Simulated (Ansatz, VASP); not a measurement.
## Two plane-wave programs on ZnCu

File INCAR:

```
SYSTEM = ZnCu
PREC     = Accurate       ! precision mode
ENCUT    = 520            ! plane-wave cutoff, eV
EDIFF    = 1E-6           ! SCF threshold, eV
ISMEAR   = 0              ! smearing method
SIGMA    = 0.1            ! smearing width, eV
LREAL    = .False.        ! projectors in reciprocal space
LASPH    = .True.         ! aspherical terms in the spheres
NELM     = 60             ! most SCF steps
ALGO     = Normal         ! electronic algorithm
ISIF     = 2              ! what is computed and relaxed
LWAVE    = .False.        ! write WAVECAR
LCHARG   = .True.         ! write CHGCAR
GGA      = PE             ! functional
LELF     = .True.         ! ELF
LVHAR    = .True.       
NBANDS   = 18             ! bands
```

The input KPOINTS:

```
regular mesh
0
Gamma
  14 14 14
  0 0 0
```

File POSCAR:

```
ZnCu
1.0
    2.9925229510      0.0000000000      0.0000000000
    0.0000000000      2.9925229510      0.0000000000
    0.0000000000      0.0000000000      2.9925229510
Zn Cu
1 1
Direct
    0.5000000000      0.5000000000      0.5000000000
    0.0000000000      0.0000000000      0.0000000000
```

Input for Ansatz:

```yaml
crystal:
  lattice:
    - [2.992522951, 0.0, 0.0]
    - [0.0, 2.992522951, 0.0]
    - [0.0, 0.0, 2.992522951]
  atoms:
    - { symbol: Zn, position: [0.5, 0.5, 0.5] }
    - { symbol: Cu, position: [0.0, 0.0, 0.0] }
basis:
  ecutwfc: 420
kpoints:
  mp_grid: { grid: [14, 14, 14] }
hamiltonian:
  xc: pbe
scf:
  occupations: { method: gaussian, width: 0.1 }
output:
  forces: true
  stress: true
  eigenvalues: true
```

Alike in both runs: task single point; functional PBE; k mesh 14 × 14 × 14; occupations gaussian, width 0.1 eV; no spin polarisation.

|  | VASP | Ansatz |
| --- | --- | --- |
| version | VASP 6.6.1 | Ansatz 0.2.0 |
| potentials or method | VASP PAW PBE potentials, release 64 (Zn, Cu), cutoff 520 eV | scalar-relativistic, plane waves, PAW |
| valence electrons in the cell | 23 | 31 |

|  | VASP | Ansatz | Ansatz less VASP |
| --- | --- | --- | --- |
| gap on the k mesh at the Fermi level (eV) | none | none | - |
| pressure (GPa) | -2.7 | -3.1 | -0.47 |

A gap of «none» marks a metal or a gap that the smearing closes. VASP's potentials hold 23 valence electrons a cell and Ansatz's 31, so a difference there can come from the potentials and not from the codes.
